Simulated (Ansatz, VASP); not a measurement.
**Cs3Li4Cd: VASP beside Ansatz**

INCAR

```
SYSTEM = Cs3Li4Cd
PREC = Accurate ; ENCUT = 600
EDIFF = 1E-7 ; ISMEAR = 0
SIGMA = 0.1 ; LREAL = .FALSE.
LASPH = .TRUE. ; NELM = 100
ALGO = Normal ; ISIF = 3
LWAVE = .FALSE. ; LCHARG = .FALSE.
GGA = PE ; IBRION = 2
NSW = 100 ; EDIFFG = -0.01
```

File KPOINTS:

```
Automatic mesh
0
G
  6 6 6
  0 0 0
```

File POSCAR:

```
Cs3Li4Cd
1.0
    7.5923392523      0.0000000000      0.0000000000
    0.0000000000      7.5923392523      0.0000000000
    0.0000000000      0.0000000000      7.5923392523
Cs Li Cd
3 4 1
Direct
    0.0000000000      0.0000000000      0.5000000000
    0.0000000000      0.5000000000      0.0000000000
    0.5000000000      0.0000000000      0.0000000000
    0.0000000000      0.0000000000      0.0000000000
    0.5000000000      0.5000000000      0.0000000000
    0.5000000000      0.0000000000      0.5000000000
    0.0000000000      0.5000000000      0.5000000000
    0.5000000000      0.5000000000      0.5000000000
```

Input for Ansatz:

```yaml
crystal:
  lattice:
    - [7.5923392523, 0.0, 0.0]
    - [0.0, 7.5923392523, 0.0]
    - [0.0, 0.0, 7.5923392523]
  atoms:
    - { symbol: Cs, position: [0.0, 0.0, 0.5] }
    - { symbol: Cs, position: [0.0, 0.5, 0.0] }
    - { symbol: Cs, position: [0.5, 0.0, 0.0] }
    - { symbol: Li, position: [0.0, 0.0, 0.0] }
    - { symbol: Li, position: [0.5, 0.5, 0.0] }
    - { symbol: Li, position: [0.5, 0.0, 0.5] }
    - { symbol: Li, position: [0.0, 0.5, 0.5] }
    - { symbol: Cd, position: [0.5, 0.5, 0.5] }
basis:
  ecutwfc: 420
kpoints:
  mp_grid: { grid: [6, 6, 6] }
hamiltonian:
  xc: pbe
scf:
  occupations: { method: gaussian, width: 0.1 }
output:
  forces: true
  stress: true
  eigenvalues: true
  write_density: true
  write_potential: true
  elf: true
  volumetric_format: npy
relax:
  adjacent_minimum: "off"
  f_tol: 0.01
  max_steps: 80
  cell: { stress_tol: 0.05 }
```

Change from the starting cell: species swapped into the KNa3H4 type (Pm-3m, No. 221).

Alike in both runs: task relaxation of cell and atoms; functional PBE; k mesh 6 × 6 × 6; occupations gaussian, width 0.1 eV; no spin polarisation.

```csv
,VASP,Ansatz
version,VASP 6.6.1,Ansatz 0.2.0
potentials or method,"VASP PAW PBE potentials, release 64 (Cs_sv, Li_sv, Cd), cutoff 600 eV","scalar-relativistic, plane waves, PAW"
valence electrons in the cell,51,59
```

```tsv
	VASP	Ansatz	Ansatz less VASP
gap on the k mesh at the Fermi level, each at its own relaxed structure (eV)	none	none	-
relaxed volume (Å³/atom)	54.10	54.71	+0.605
relaxed cell length with the largest relative difference (Å)	7.564	7.592	+0.0281
```

A gap of «none» marks a metal or a gap that the smearing closes. VASP's potentials hold 51 valence electrons a cell and Ansatz's 59, so a difference there can come from the potentials and not from the codes.

Neither program's run includes spin-orbit coupling. Noted on VASP's run: the cutoff is short for stress, so the pressure is rough.
